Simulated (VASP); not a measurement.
# CaO (ke600) (Fm-3m) in VASP: vibrations by perturbation theory with LDA

Aim: the vibrations by perturbation theory of CaO (ke600) with LDA.

Program: VASP 6.6.1. These are calculated values, not measurements. Logs are shortened: lines on timing, memory, paths and dates and some standing lists are left out, and cuts for length are marked.

## Step 1: The cell of the first run

It takes space group Fm-3m (No. 225, cubic). The conventional cell has a = 4.707 Å, b = 4.707 Å, c = 4.707 Å, α = 90.00°, β = 90.00°, γ = 90.00°. Within 3.1 Å of Ca (site symmetry m-3m) lie 6 O at 2.35 Å. Within 3.1 Å of O (site symmetry m-3m) lie 6 Ca at 2.35 Å.

## Step 2: Vibrations by perturbation theory, LDA

The input, INCAR:

```
SYSTEM = CaO
  ALGO = Normal
  EDIFF = 1E-8
  ENCUT = 520
  IBRION = 8
  ISIF = 2
  ISMEAR = 0
  LASPH = .TRUE.
  LCHARG = .FALSE.
  LEPSILON = .TRUE.
  LREAL = .FALSE.
  LWAVE = .FALSE.
  NBANDS = 15
  NELM = 60
  NSW = 1
  PREC = Accurate
  SIGMA = 0.01
```

The input, KPOINTS:

```
k-points
0
G
  8 8 8
  0 0 0
```

The input, POSCAR:

```
CaO
1.0
    0.0000000000      2.3537023233      2.3537023233
    2.3537023233      0.0000000000      2.3537023233
    2.3537023233      2.3537023233      0.0000000000
Ca O
1 1
Direct
    0.0000000000      0.0000000000      0.0000000000
    0.5000000000      0.5000000000      0.5000000000
```

Potentials or basis: VASP PAW LDA potentials, release 64 (Ca_sv, O).

The run is started by

```
cat potpaw_LDA.64/Ca_sv/POTCAR potpaw_LDA.64/O/POTCAR > POTCAR
mpirun -np 1 vasp_std > vasp.out
```

OUTCAR:

```text
SYSTEM = CaO
   EDIFF = 1E-8
   ENCUT = 520
   IBRION = 8
   ISIF = 2
   ISMEAR = 0
   LASPH = .TRUE.
   LEPSILON = .TRUE.
   LREAL = .FALSE.
   NELM = 60
   NSW = 1
   PREC = Accurate

 ion  position               nearest neighbor table
   1  0.000  0.000  0.000-   2 2.35   2 2.35   2 2.35   2 2.35   2 2.35   2 2.35
   2  0.500  0.500  0.500-   1 2.35   1 2.35   1 2.35   1 2.35   1 2.35   1 2.35

  LATTYP: Found a face centered cubic cell.
 ALAT       =     4.7074046466

  Lattice vectors:

 A1 = (   0.0000000000,   2.3537023233,   2.3537023233)
 A2 = (   2.3537023233,   0.0000000000,   2.3537023233)
 A3 = (   2.3537023233,   2.3537023233,   0.0000000000)

Analysis of symmetry for initial positions (statically):
=====================================================================
 Subroutine PRICEL returns:
 Original cell was already a primitive cell.

 Routine SETGRP: Setting up the symmetry group for a
 face centered cubic supercell.

 Subroutine GETGRP returns: Found 48 space group operations
 (whereof 48 operations were pure point group operations)
 out of a pool of 48 trial point group operations.

The static configuration has the point symmetry O_h .

Analysis of symmetry for dynamics (positions and initial velocities):
=====================================================================
 Subroutine PRICEL returns:
 Original cell was already a primitive cell.

 Routine SETGRP: Setting up the symmetry group for a
 face centered cubic supercell.

 Subroutine GETGRP returns: Found 48 space group operations
 (whereof 48 operations were pure point group operations)
 out of a pool of 48 trial point group operations.

The dynamic configuration has the point symmetry O_h .

 Subroutine INISYM returns: Found 48 space group operations
 (whereof 48 operations are pure point group operations),
 and found     1 'primitive' translations

----------------------------------------------------------------------------------------

                                     Primitive cell

  volume of cell :      26.0786

  direct lattice vectors                    reciprocal lattice vectors
     0.000000000  2.353702323  2.353702323    -0.212431281  0.212431281  0.212431281
     2.353702323  0.000000000  2.353702323     0.212431281 -0.212431281  0.212431281
     2.353702323  2.353702323  0.000000000     0.212431281  0.212431281 -0.212431281

  length of vectors
     3.328637747  3.328637747  3.328637747     0.367941772  0.367941772  0.367941772

  position of ions in fractional coordinates (direct lattice)
     0.000000000  0.000000000  0.000000000
     0.500000000  0.500000000  0.500000000

  ion indices of the primitive-cell ions
   primitive index   ion index
                 1           1
                 2           2

----------------------------------------------------------------------------------------

 KPOINTS: k-points

Automatic generation of k-mesh.
 Grid dimensions read from file:
 generate k-points for:    8    8    8

[... 582 lines left out ...]
 ------------------------------------------------------

 Free energy of the ion-electron system (eV)
  ---------------------------------------------------
  ---------------------------------------------------
  free energy    TOTEN  =        -0.22076955 eV

  energy without entropy =       -0.22076955

------------------------ aborting loop because EDIFF is reached ----------------------------------------

--------------------------------------- Ionic step        2  -------------------------------------------

------------------------ aborting loop because EDIFF is reached ----------------------------------------

--------------------------------------- Ionic step        3  -------------------------------------------

------------------------ aborting loop because EDIFF is reached ----------------------------------------

 PIEZOELECTRIC TENSOR FIELD DIRECTION 3  (e Angst)
 -----------------------------------------------------------------------------
    -0.00001  0.00000  0.00000           ( -0.00001  0.00000  0.00000)
     0.00000 -0.00001 -0.00000           (  0.00000 -0.00001  0.00000)
     0.00000  0.00000 -0.00078           (  0.00000  0.00000 -0.00000)

 PIEZOELECTRIC TENSOR FIELD DIRECTION 3  (C/m^2)
 -----------------------------------------------------------------------------
    -0.00000  0.00000  0.00000
     0.00000 -0.00000 -0.00000
     0.00000  0.00000 -0.00048

--------------------------------------- Ionic step        4  -------------------------------------------

------------------------ aborting loop because EDIFF is reached ----------------------------------------

[... ionic steps 5 to 6 ...]

--------------------------------------- Ionic step        7  -------------------------------------------

 Free energy of the ion-electron system (eV)
  ---------------------------------------------------
  ---------------------------------------------------
  free energy    TOTEN  =        -0.35691016 eV

  energy without entropy =       -0.35691016

------------------------ aborting loop because EDIFF is reached ----------------------------------------

 INTERNAL STRAIN TENSOR  FOR ION    2  DIRECTION 1   (eV/Angst):
 -----------------------------------------------------------------------------
     0.01985  0.00000  0.00000
    -0.00000 -0.01119 -0.00000
     0.00000 -0.00000 -0.01119

 MACROSCOPIC STATIC DIELECTRIC TENSOR (including local field effects in DFT)
 ------------------------------------------------------
           3.886112     0.000000    -0.000000
           0.000000     3.886112    -0.000000
           0.000000     0.000000     3.886112
 ------------------------------------------------------

 PIEZOELECTRIC TENSOR (including local field effects)  for field in x, y, z        (e  Angst)
          XX          YY          ZZ          XY          YZ          ZX
  --------------------------------------------------------------------------------
  x     0.00000     0.00000     0.00000     0.00000     0.00000     0.00000
  y     0.00000     0.00000     0.00000     0.00000     0.00000     0.00000
  z     0.00000     0.00000     0.00000     0.00000     0.00000     0.00000

 PIEZOELECTRIC TENSOR (including local field effects)  for field in x, y, z        (C/m^2)
          XX          YY          ZZ          XY          YZ          ZX
  --------------------------------------------------------------------------------
  x     0.00000     0.00000     0.00000     0.00000     0.00000     0.00000
  y     0.00000     0.00000     0.00000     0.00000     0.00000     0.00000
  z     0.00000     0.00000     0.00000     0.00000     0.00000     0.00000

 BORN EFFECTIVE CHARGES (including local field effects) (in |e|, cummulative output)
 ---------------------------------------------------------------------------------
 ion    1
    1     2.37846    -0.00000    -0.00000
    2     0.00000     2.37846    -0.00000
    3    -0.00000     0.00000     2.37846
 ion    2
    1    -2.37846     0.00000     0.00000
    2    -0.00000    -2.37846     0.00000
    3     0.00000    -0.00000    -2.37846

 INTERNAL STRAIN TENSOR FOR ION    2 for displacements in x,y,z  (eV/Angst):
          X           Y           Z          XY          YZ          ZX
  --------------------------------------------------------------------------------
  x     0.00000     0.00000     0.00000     0.00000     0.00000     0.00000
  y     0.00000     0.00000     0.00000     0.00000     0.00000     0.00000
  z     0.00000     0.00000     0.00000     0.00000     0.00000     0.00000

 SECOND DERIVATIVES (NOT SYMMETRIZED)
 ------------------------------------
               1X          1Y          1Z          2X          2Y          2Z
  1X    -3.751050    0.000000    0.000000    3.751050    0.000000    0.000000
  1Y     0.000000   -3.751050    0.000000    0.000000    3.751050    0.000000
  1Z     0.000000    0.000000   -3.751050    0.000000    0.000000    3.751050
  2X     3.762422    0.000000    0.000000   -3.762422    0.000000    0.000000
  2Y     0.000000    3.762422    0.000000    0.000000   -3.762422    0.000000
  2Z     0.000000    0.000000    3.762422    0.000000    0.000000   -3.762422

 Eigenvectors and eigenvalues of the dynamical matrix
 ----------------------------------------------------

   1 f  =    8.963559 THz    56.319701 2PiTHz  298.992138 cm-1    37.070284 meV
             X         Y         Z           dx          dy          dz
      0.000000  0.000000  0.000000    -0.533573    0.000000    0.000000
      2.353702  2.353702  2.353702     0.845754    0.000000    0.000000
[... 21 lines left out ...]
   6 f/i=    0.006123 THz     0.038469 2PiTHz    0.204225 cm-1     0.025321 meV
             X         Y         Z           dx          dy          dz
      0.000000  0.000000  0.000000     0.022461   -0.549199    0.642787
      2.353702  2.353702  2.353702     0.014170   -0.346481    0.405524

--------------------------------------------------------------------------------------------------------

 MACROSCOPIC STATIC DIELECTRIC TENSOR IONIC CONTRIBUTION
 ------------------------------------------------------
          10.448712     0.000000    -0.000000
           0.000000    10.448712    -0.000000
          -0.000000    -0.000000    10.448712
 ------------------------------------------------------

 ELASTIC MODULI CONTR FROM IONIC RELAXATION (kBar)
 Direction    XX          YY          ZZ          XY          YZ          ZX
 --------------------------------------------------------------------------------
 XX           0.0000      0.0000      0.0000      0.0000      0.0000      0.0000
 YY           0.0000      0.0000      0.0000      0.0000      0.0000      0.0000
 ZZ           0.0000      0.0000      0.0000      0.0000      0.0000      0.0000
 XY           0.0000      0.0000      0.0000      0.0000      0.0000      0.0000
 YZ           0.0000      0.0000      0.0000      0.0000      0.0000      0.0000
 ZX           0.0000      0.0000      0.0000      0.0000      0.0000      0.0000
 --------------------------------------------------------------------------------

 PIEZOELECTRIC TENSOR IONIC CONTR  for field in x, y, z        (C/m^2)
          XX          YY          ZZ          XY          YZ          ZX
  --------------------------------------------------------------------------------
  x     0.00000     0.00000     0.00000     0.00000     0.00000     0.00000
  y     0.00000     0.00000     0.00000     0.00000     0.00000     0.00000
  z     0.00000     0.00000     0.00000     0.00000     0.00000     0.00000
```

Wall time 3.1 min (1 thread of Intel Xeon Platinum 8559C (Emerald Rapids), shared host); peak memory 0.2 GiB.

Results:

```
Electronic dielectric tensor (diagonal)                 : 3.89
Born charges (mean of the diagonal)                     : Ca +2.38; O -2.38 e
Highest phonon frequency at Γ, LO-TO splitting left out : 299 cm⁻¹
```

Phonon frequencies in cm⁻¹ (negative: imaginary):
| q point | frequencies |
| --- | --- |
| (0.000, 0.000, 0.000) | 0 0 0 299 299 299 |

Electronic dielectric tensor:
```
3.89 0.00 0.00
0.00 3.89 0.00
0.00 0.00 3.89
```

Born effective charge tensors (e):
atom 1, Ca
```
2.38 0.00 0.00
0.00 2.38 0.00
0.00 0.00 2.38
```
atom 2, O
```
-2.38  0.00  0.00
 0.00 -2.38  0.00
 0.00  0.00 -2.38
```

Caveat: the cell wasn't relaxed at this level first, which shifts response properties.
